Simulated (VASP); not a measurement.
Wanted: the native input for a VASP 6.6.1 run.

* Task: single point
* Functional: PBE
* Potentials or basis: VASP PAW PBE potentials, release 64 (Cr_pv, Cl)
* Cutoff: 520 eV
* k mesh: 4 × 4 × 4
* Occupations: fermi-dirac, width 0.0139 eV
* Spin: collinear spin, ferromagnetic start
* Starting moments: [3.0, 3.0, 3.0, 3.0, 0.0, 0.0, 0.0, 0.0, 0.0, 0.0] μB
* Dipole correction: no
* Further INCAR settings: ALGO = Normal; EDIFF = 1e-07; NBANDS = 60

The structure of Cr2Cl3 lies in POSCAR:

```
Cr2Cl3
1.0
    6.3597434300      0.0000000000      0.0000000000
   -3.1798717100      5.5077060200      0.0000000000
   -3.1798717100      1.8359023400      5.9942065900
Cr Cl
4 6
Direct
    0.3476600000      0.6523400000      0.0429800000
    0.1523400000      0.8476600000      0.4570200000
    0.6523400000      0.3476600000      0.9570200000
    0.8476600000      0.1523400000      0.5429800000
    0.5549000000      0.7500000000      0.7500000000
    0.2500000000      0.0549000000      0.7500000000
    0.9451000000      0.4451000000      0.7500000000
    0.4451000000      0.2500000000      0.2500000000
    0.7500000000      0.9451000000      0.2500000000
    0.0549000000      0.5549000000      0.2500000000
```

One way to write it, as run:

INCAR

```
SYSTEM = Cr2Cl3
ALGO = Normal
EDIFF = 1E-7
ENCUT = 520
GGA = PE
ISIF = 2
ISMEAR = -1
ISPIN = 2
LASPH = .True.
LCHARG = .True.
LELF = .True.
LMAXMIX = 4
LORBIT = 11
LREAL = .False.
LVHAR = .True.
LWAVE = .False.
MAGMOM = 3 3 3 3 0 0 0 0 0 0
NBANDS = 60
NELM = 150
PREC = Accurate
SIGMA = 0.0139
```

KPOINTS

```
k-points
0
Gamma
  4 4 4
  0 0 0
```

Potentials or basis: VASP PAW PBE potentials, release 64 (Cr_pv, Cl).

Launch:

```console
$ cat potpaw_PBE.64/Cr_pv/POTCAR potpaw_PBE.64/Cl/POTCAR > POTCAR
$ mpirun -np 1 vasp_std > vasp.out
```

Results of the run:

| Property | Result |
| --- | --- |
| Pressure | 2.3 GPa |
| Largest force | 0.283 eV/Å |
| Band gap on the k mesh | zero (filled and empty bands overlap) |
| Net moment | 18.00 μB per cell |
| Site moments | Cr +4.01; Cl +0.00 μB |
| Valence electrons inside the program's atomic spheres | Cr 10.50; Cl 5.13 |

Caveat: semilocal functionals often make such compounds metallic where correlation or magnetic order opens a gap, which also shifts bond lengths; only a ferromagnetic start was run, and an antiferromagnetic order may lie lower in energy.

Run time: 4.4 min on 1 thread of Intel(R) Xeon(R) 6975P-C (Granite Rapids) (shared host), peak memory 0.52 GiB.
